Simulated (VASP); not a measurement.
# FeCo (Pm-3m) in VASP: notebook

FeCo is run at these levels: PBEsol; tasks: single point, relaxation of cell and atoms.

All numbers are computed with VASP 6.6.1; they aren't measurements. Logs are shortened: lines on timing, memory, paths and dates and some standing lists are left out, and cuts for length are marked.

## Step 1: The cell of the first run

Symmetry: Pm-3m, No. 221, cubic system. The conventional cell has a = 2.815 Å, b = 2.815 Å, c = 2.815 Å, α = 90.00°, β = 90.00°, γ = 90.00°. Within 3.2 Å of Fe (site symmetry m-3m) lie 8 Co at 2.44 Å and 6 Fe at 2.82 Å. Within 3.2 Å of Co (site symmetry m-3m) lie 8 Fe at 2.44 Å and 6 Co at 2.82 Å.

## Step 2: Single point, PBEsol, collinear spin, ferromagnetic start

The input, INCAR:

```
SYSTEM = FeCo
PREC     = Accurate       ! precision mode
ENCUT    = 690            ! plane-wave cutoff, eV
EDIFF    = 1E-6           ! SCF threshold, eV
ISMEAR   = 0              ! smearing method
SIGMA    = 0.1            ! smearing width, eV
LREAL    = .FALSE.        ! projectors in reciprocal space
LASPH    = .TRUE.         ! aspherical terms in the spheres
NELM     = 200            ! most SCF steps
ALGO     = Normal         ! electronic algorithm
ISIF     = 2              ! what is computed and relaxed
LWAVE    = .FALSE.        ! write WAVECAR
LCHARG   = .TRUE.         ! write CHGCAR
ISPIN    = 2              ! spin polarisation
MAGMOM   = 3.02 2         ! initial moments
LORBIT   = 11             ! projections on sites
LMAXMIX  = 4              ! l up to which the mixer works
GGA      = PS             ! functional
LELF     = .TRUE.         ! ELF
LVHAR    = .TRUE.       
NBANDS   = 28             ! bands
GGA_COMPAT= .FALSE.
```

The input, KPOINTS:

```
Automatic mesh
0
G
  14 14 14
  0 0 0
```

The input, POSCAR:

```
FeCo
1.0
    2.8152390100      0.0000000000      0.0000000000
    0.0000000000      2.8152390100      0.0000000000
    0.0000000000      0.0000000000      2.8152390100
Fe Co
1 1
Direct
    0.0000000000      0.0000000000      0.0000000000
    0.5000000000      0.5000000000      0.5000000000
```

Potentials or basis: VASP PAW PBE potentials, release 64 (Fe_sv, Co_sv).

Run with:

```
cat potpaw_PBE.64/Fe_sv/POTCAR potpaw_PBE.64/Co_sv/POTCAR > POTCAR
mpirun -np 1 vasp_std > vasp.out
```

OUTCAR:

```text
SYSTEM = FeCo
   PREC = Accurate
   ENCUT = 690
   EDIFF = 1E-6
   ISMEAR = 0
   LREAL = .FALSE.
   LASPH = .TRUE.
   NELM = 200
   ISIF = 2
   ISPIN = 2
   LORBIT = 11
   GGA = PS

 ion  position               nearest neighbor table
   1  0.000  0.000  0.000-   2 2.44   2 2.44   2 2.44   2 2.44   2 2.44   2 2.44   2 2.44   2 2.44

   2  0.500  0.500  0.500-   1 2.44   1 2.44   1 2.44   1 2.44   1 2.44   1 2.44   1 2.44   1 2.44

  LATTYP: Found a simple cubic cell.
 ALAT       =     2.8152390100

  Lattice vectors:

 A1 = (   2.8152390100,   0.0000000000,   0.0000000000)
 A2 = (   0.0000000000,   2.8152390100,   0.0000000000)
 A3 = (   0.0000000000,   0.0000000000,   2.8152390100)

Analysis of symmetry for initial positions (statically):
=====================================================================
 Subroutine PRICEL returns:
 Original cell was already a primitive cell.

 Routine SETGRP: Setting up the symmetry group for a
 simple cubic supercell.

 Subroutine GETGRP returns: Found 48 space group operations
 (whereof 48 operations were pure point group operations)
 out of a pool of 48 trial point group operations.

The static configuration has the point symmetry O_h .

Analysis of symmetry for dynamics (positions and initial velocities):
=====================================================================
 Subroutine PRICEL returns:
 Original cell was already a primitive cell.

 Routine SETGRP: Setting up the symmetry group for a
 simple cubic supercell.

 Subroutine GETGRP returns: Found 48 space group operations
 (whereof 48 operations were pure point group operations)
 out of a pool of 48 trial point group operations.

The dynamic configuration has the point symmetry O_h .

Analysis of structural, dynamic, and magnetic symmetry:
=====================================================================
 Subroutine PRICEL returns:
 Original cell was already a primitive cell.

 Routine SETGRP: Setting up the symmetry group for a
 simple cubic supercell.

 Subroutine GETGRP returns: Found 48 space group operations
 (whereof 48 operations were pure point group operations)
 out of a pool of 48 trial point group operations.

The overall configuration has the point symmetry O_h .

 Subroutine INISYM returns: Found 48 space group operations
 (whereof 48 operations are pure point group operations),
 and found     1 'primitive' translations

----------------------------------------------------------------------------------------

                                     Primitive cell

  volume of cell :      22.3124

[... 105 lines left out ...]
   IALGO  =     38    algorithm
   IMIX   =      4    mixing-type and parameters
     AMIX     =   0.40;   BMIX     =  1.00
     AMIX_MAG =   1.60;   BMIX_MAG =  1.00
  volume/ion in A,a.u.               =      11.16        75.29
  Fermi-wavevector in a.u.,A,eV,Ry     =   1.865223  3.524761 47.335466  3.479059
  Thomas-Fermi vector in A             =   2.912187
   LORBIT       =     11    0 simple, 1 ext, 2 COOP (PROOUT), +10 PAW based schemes
   GGA     = PS    functional components
   LHFCALC =     F    Hartree Fock is set to
   AEXX    =    0.0000 exact exchange contribution
   IVDW    =     0    specifies the selected vdW correction
   LEPSILON=     F    determine dielectric tensor
   LRPA    =     F    only Hartree local field effects (RPA)
 spin polarized calculation
 Gauss-broadening in eV      SIGMA  =   0.10
  energy-cutoff  :      690.00
  volume of cell :       22.31
 maximum number of plane-waves:       939
   NGX = 13   NGY = 13   NGZ = 13

 number of electron      32.9999990 magnetization       4.5110447

 Free energy of the ion-electron system (eV)
  ---------------------------------------------------
  ext. energy  EPLUGINS =         0.00000000
  ---------------------------------------------------
  free energy    TOTEN  =       -16.91008178 eV

  energy without entropy =      -16.90309673  energy(sigma->0) =      -16.90658926

 E-fermi :  12.3466     XC(G=0): -13.9689

 val. band max:       12.3450332578   @ k =   0.4286   0.1429   0.0714
 cond. band min:      12.3586892031   @ k =   0.2857   0.2143   0.0000
 fundamental gap:      0.0136559454
 Fermi energy:        12.3466302669

 spin component 1

 k-point     1 :       0.0000    0.0000    0.0000
  band No.  band energies     occupation
      1     -83.8485      1.00000
      2     -76.3099      1.00000
      3     -47.2165      1.00000
      4     -47.2165      1.00000
      5     -47.2165      1.00000
      6     -42.4337      1.00000
[... 733 lines left out ...]
     27      35.2214      0.00000
     28      37.6895      0.00000

 [... further k-points ...]

 spin component 2

 k-point     1 :       0.0000    0.0000    0.0000
  band No.  band energies     occupation
      1     -81.6361      1.00000
      2     -73.0918      1.00000
      3     -45.0632      1.00000
      4     -45.0632      1.00000
      5     -45.0632      1.00000
      6     -39.2913      1.00000
[... 733 lines left out ...]
     27      35.6935      0.00000
     28      38.2593      0.00000

 [... further k-points ...]
[... 5 lines left out ...]
  --------------------------------------------------------------------------------------
  -------------------------------------------------------------------------------------
  Total       -0.6166142     -0.6166142     -0.6166142      0.0000000     -0.0000000      0.0000000
  in kB      -44.2770115    -44.2770115    -44.2770115      0.0000000     -0.0000000      0.0000000
  external PRESSURE =     -44.2770115 kB  Pullay stress =       0.0000000 kB

 VOLUME and BASIS-vectors are now :
 -----------------------------------------------------------------------------
  energy-cutoff  :      690.00
  volume of cell :       22.31
      direct lattice vectors                 reciprocal lattice vectors
     2.815239010  0.000000000  0.000000000     0.355209627  0.000000000  0.000000000
     0.000000000  2.815239010  0.000000000     0.000000000  0.355209627  0.000000000
     0.000000000  0.000000000  2.815239010     0.000000000  0.000000000  0.355209627

 POSITION                                       TOTAL-FORCE (eV/Angst)
 -----------------------------------------------------------------------------------
      0.00000      0.00000      0.00000         0.000000      0.000000      0.000000
      1.40762      1.40762      1.40762         0.000000      0.000000      0.000000
 -----------------------------------------------------------------------------------
    total drift:                                0.000000      0.000000     -0.000000

  FREE ENERGIE OF THE ION-ELECTRON SYSTEM (eV)
  ---------------------------------------------------
  free  energy   TOTEN  =       -16.9100817837 eV

  energy  without entropy=      -16.9030967285  energy(sigma->0) =      -16.90658926

 total charge

# of ion       s       p       d       tot
------------------------------------------
    1        2.187   6.040   5.483  13.709
    2        2.252   6.126   6.684  15.061
--------------------------------------------------
tot          4.438  12.166  12.167  28.771

 magnetization (x)

# of ion       s       p       d       tot
------------------------------------------
    1        0.005  -0.003   2.705   2.707
    2       -0.002  -0.012   1.817   1.804
--------------------------------------------------
tot          0.004  -0.015   4.522   4.511
```

It took 86 s on 1 thread of Intel Xeon Platinum 8488C (Sapphire Rapids), shared host; peak memory 0.27 GiB.

Results:

```yaml
Free_energy: -16.9101 eV
Pressure: -4.4 GPa
Net_moment: 4.51 μB per cell
Site_moments: Fe +2.71; Co +1.80 μB
Valence_electrons_inside_the_program's_atomic_spheres: Fe 13.71; Co 15.06
```

Caveat: the cell stands under tension; the PAW data sets were made with another functional, which shifts forces and pressure a little.

## Step 3: Relaxation of cell and atoms, PBEsol, collinear spin, ferromagnetic start, target pressure 8 GPa, at which the enthalpy is minimised

This run uses another cell than the first one, of 10.62 Å³/atom.

The input, INCAR:

```
SYSTEM = FeCo
PREC = Accurate ; ENCUT = 600
EDIFF = 1E-7 ; ISMEAR = 0
SIGMA = 0.1 ; LREAL = .FALSE.
LASPH = .TRUE. ; NELM = 200
ALGO = Normal ; ISIF = 3
LWAVE = .FALSE. ; LCHARG = .FALSE.
ISPIN = 2 ; MAGMOM = 2.99 1.99
LORBIT = 11 ; LMAXMIX = 4
GGA = PS ; IBRION = 2
NSW = 70 ; EDIFFG = -0.008
PSTRESS = 80.0 ; GGA_COMPAT = .FALSE.
NELMIN = 4
```

KPOINTS is that of step 2.

The input, POSCAR:

```
FeCo
1.0
    2.7694653069      0.0000000000      0.0000000000
    0.0000000000      2.7694653069      0.0000000000
    0.0000000000      0.0000000000      2.7694653069
Fe Co
1 1
Direct
    0.0000000000      0.0000000000      0.0000000000
    0.5000000000      0.5000000000      0.5000000000
```

Potentials or basis: VASP PAW PBE potentials, release 64 (Fe, Co).

Run with:

```
cat potpaw_PBE.64/Fe/POTCAR potpaw_PBE.64/Co/POTCAR > POTCAR
mpirun -np 1 vasp_std > vasp.out
```

Wall time 2.6 min (1 thread of Oxide Virtual Turin-like, shared host); peak memory 0.18 GiB.

It converged, with:

```yaml
Free_energy: -16.6944 eV
Relaxed_volume: 10.59 Å³/atom
Relaxed_cell: a = 2.767 Å, b = 2.767 Å, c = 2.767 Å, α = 90.00°, β = 90.00°, γ = 90.00°
Space_group_after_relaxing_to_0.1_Å: Pm-3m (No. 221)
Energy_change_on_relaxing_the_run_minimises_the_enthalpy: +1.4 meV/atom
Ionic_steps: 3
Pressure_after_relaxing: 8.0 GPa
Net_moment: 4.39 μB per cell
Site_moments: Fe +2.65; Co +1.72 μB
Valence_electrons_inside_the_program's_atomic_spheres: Fe 7.34; Co 8.39
```

The path:
```tsv
step	energy change (eV)	largest force (eV/Å)	pressure (GPa)	volume (Å³)
1	0.0000	0.0000	7.34	21.24
2	0.0068	0.0000	8.92	21.11
3	0.0028	0.0000	8.02	21.18
```

Final structure:
```
CELL_PARAMETERS angstrom
2.76690 0.00000 0.00000
0.00000 2.76690 0.00000
0.00000 0.00000 2.76690
ATOMIC_POSITIONS crystal
Fe 0.00000 0.00000 0.00000
Co 0.50000 0.50000 0.50000
```

Levels at points of the mesh, in eV from the Fermi level:
Spin up:
```csv
k point,band 7,band 8,band 9,band 10,band 11,band 12,band 13,band 14
"(0.00, 0.00, 0.00)",-1.89,-1.89,-0.70,-0.70,-0.70,9.62,9.62,9.62
"(0.50, 0.00, 0.00)",-2.72,-2.72,-2.01,-1.95,-0.73,-0.32,16.98,16.98
"(0.50, 0.50, 0.00)",-1.74,-1.52,-0.42,-0.42,-0.23,-0.23,6.82,7.03
"(0.50, 0.50, 0.50)",-1.82,-1.82,-1.48,-1.48,8.18,8.18,8.18,8.27
```
Spin down:
| k point | band 2 | band 3 | band 4 | band 5 | band 6 | band 7 | band 8 | band 9 | band 10 | band 11 |
| --- | --- | --- | --- | --- | --- | --- | --- | --- | --- | --- |
| (0.00, 0.00, 0.00) | -4.05 | -4.05 | -1.32 | -1.32 | -1.32 | 0.75 | 0.75 | 1.67 | 1.67 | 1.67 |
| (0.50, 0.00, 0.00) | -4.87 | -2.02 | -1.44 | -1.25 | -1.25 | -0.41 | -0.39 | -0.39 | 0.68 | 1.24 |
| (0.50, 0.50, 0.00) | -4.57 | -2.59 | -2.59 | -0.01 | -0.01 | 0.45 | 0.50 | 0.79 | 1.51 | 1.93 |
| (0.50, 0.50, 0.50) | -2.88 | -2.88 | -2.51 | -2.51 | -2.51 | 0.54 | 0.54 | 1.56 | 1.56 | 9.05 |

Caveat: the cell is relaxed towards a set pressure, so the run minimises the enthalpy, not the energy; the PAW data sets were made with another functional, which shifts forces and pressure a little.

## Step 4: Relaxation of cell and atoms, PBEsol, collinear spin, ferromagnetic start, target pressure 3 GPa, at which the enthalpy is minimised

This run uses another cell than the first one, of 10.69 Å³/atom.

The input, INCAR:

```
SYSTEM = FeCo
PREC = Accurate ; ENCUT = 600
EDIFF = 1E-7 ; ISMEAR = 0
SIGMA = 0.1 ; LREAL = .False.
LASPH = .True. ; NELM = 200
ALGO = Normal ; ISIF = 3
LWAVE = .False. ; LCHARG = .False.
ISPIN = 2 ; MAGMOM = 3.02 2
LORBIT = 11 ; LMAXMIX = 4
GGA = PS ; IBRION = 2
NSW = 70 ; EDIFFG = -0.008
PSTRESS = 30.0 ; GGA_COMPAT = .False.
NELMIN = 4
```

The input, KPOINTS:

```
regular mesh
0
Gamma
  14 14 14
  0 0 0
```

The input, POSCAR:

```
FeCo
1.0
    2.7756435692      0.0000000000      0.0000000000
    0.0000000000      2.7756435692      0.0000000000
    0.0000000000      0.0000000000      2.7756435692
Fe Co
1 1
Direct
    0.0000000000      0.0000000000      0.0000000000
    0.5000000000      0.5000000000      0.5000000000
```

Potentials or basis: VASP PAW PBE potentials, release 64 (Fe, Co).

Run with:

```
cat potpaw_PBE.64/Fe/POTCAR potpaw_PBE.64/Co/POTCAR > POTCAR
mpirun -np 1 vasp_std > vasp.out
```

OUTCAR:

```text
SYSTEM = FeCo
   PREC = Accurate
   ENCUT = 600
   EDIFF = 1E-7
   ISMEAR = 0
   LREAL = .False.
   LASPH = .True.
   NELM = 200
   ISIF = 3
   ISPIN = 2
   LORBIT = 11
   GGA = PS
   IBRION = 2
   NSW = 70
   EDIFFG = -0.008
   PSTRESS = 30.0
   NELMIN = 4

 ion  position               nearest neighbor table
   1  0.000  0.000  0.000-   2 2.40   2 2.40   2 2.40   2 2.40   2 2.40   2 2.40   2 2.40   2 2.40

   2  0.500  0.500  0.500-   1 2.40   1 2.40   1 2.40   1 2.40   1 2.40   1 2.40   1 2.40   1 2.40

  LATTYP: Found a simple cubic cell.
 ALAT       =     2.7756435692

  Lattice vectors:

 A1 = (   2.7756435692,   0.0000000000,   0.0000000000)
 A2 = (   0.0000000000,   2.7756435692,   0.0000000000)
 A3 = (   0.0000000000,   0.0000000000,   2.7756435692)

Analysis of symmetry for initial positions (statically):
=====================================================================
 Subroutine PRICEL returns:
 Original cell was already a primitive cell.

[... 702 lines left out ...]
      7       6.3542      1.00000
      8       6.4729      1.00000
      9       6.9818      1.00000
     10       7.0626      1.00000
     11       7.8918      1.00000
     12      11.0194      0.00000
     13      17.4291      0.00000
     14      22.5842      0.00000
     15      23.3714      0.00000

 [... further k-points ...]

 spin component 2

 k-point     1 :       0.0000    0.0000    0.0000
  band No.  band energies     occupation
      1      -0.5354      1.00000
      2       4.7438      1.00000
      3       4.7438      1.00000
      4       7.3859      1.00000
      5       7.3859      1.00000
      6       7.3859      1.00000
      7       9.4039      0.00000
      8       9.4039      0.00000
      9      10.2928      0.00000
     10      10.2928      0.00000
     11      10.2928      0.00000
     12      18.4728      0.00000
     13      18.4728      0.00000
     14      18.4728      0.00000
[... 448 lines left out ...]
  energy  without entropy=      -16.7016082346  energy(sigma->0) =      -16.70580297

  enthalpy is  TOTEN    =       -16.3048285587 eV   P V=        0.4051691510

 reached required accuracy - stopping structural energy minimisation

 total charge

# of ion       s       p       d       tot
------------------------------------------
    1        0.500   0.584   6.205   7.290
    2        0.510   0.565   7.276   8.350
--------------------------------------------------
tot          1.010   1.149  13.481  15.640

 magnetization (x)

# of ion       s       p       d       tot
------------------------------------------
    1       -0.002  -0.039   2.731   2.690
    2       -0.009  -0.045   1.790   1.736
--------------------------------------------------
tot         -0.011  -0.084   4.521   4.427
```

It took 2 min on 1 thread of Oxide Virtual Turin-like, shared host; peak memory 0.18 GiB.

Results:

| Quantity | Value |
| --- | --- |
| Free energy | -16.7100 eV |
| Relaxed volume | 10.82 Å³/atom |
| Relaxed cell | a = 2.787 Å, b = 2.787 Å, c = 2.787 Å, α = 90.00°, β = 90.00°, γ = 90.00° |
| Space group after relaxing (to 0.1 Å) | Pm-3m (No. 221) |
| Energy change on relaxing (the run minimises the enthalpy) | -3.4 meV/atom |
| Ionic steps | 3 |
| Pressure after relaxing | 3.0 GPa |
| Net moment | 4.44 μB per cell |
| Site moments | Fe +2.69; Co +1.74 μB |
| Valence electrons inside the program's atomic spheres | Fe 7.29; Co 8.35 |

Step by step:
| step | energy change (eV) | largest force (eV/Å) | pressure (GPa) | volume (Å³) |
| --- | --- | --- | --- | --- |
| 1 | 0.0000 | 0.0000 | 5.73 | 21.38 |
| 2 | -0.0097 | 0.0000 | -0.13 | 21.95 |
| 3 | -0.0069 | 0.0000 | 3.01 | 21.64 |

Final structure:
```
Fe Co
1.0
     2.78660    0.00000    0.00000
     0.00000    2.78660    0.00000
     0.00000    0.00000    2.78660
Fe Co
1 1
Cartesian
  0.0000 0.0000 0.0000
  1.3933 1.3933 1.3933
```

Caveat: the cell is relaxed towards a set pressure, so the run minimises the enthalpy, not the energy; the PAW data sets were made with another functional, which shifts forces and pressure a little.

(Continued in part 2 of 2.)
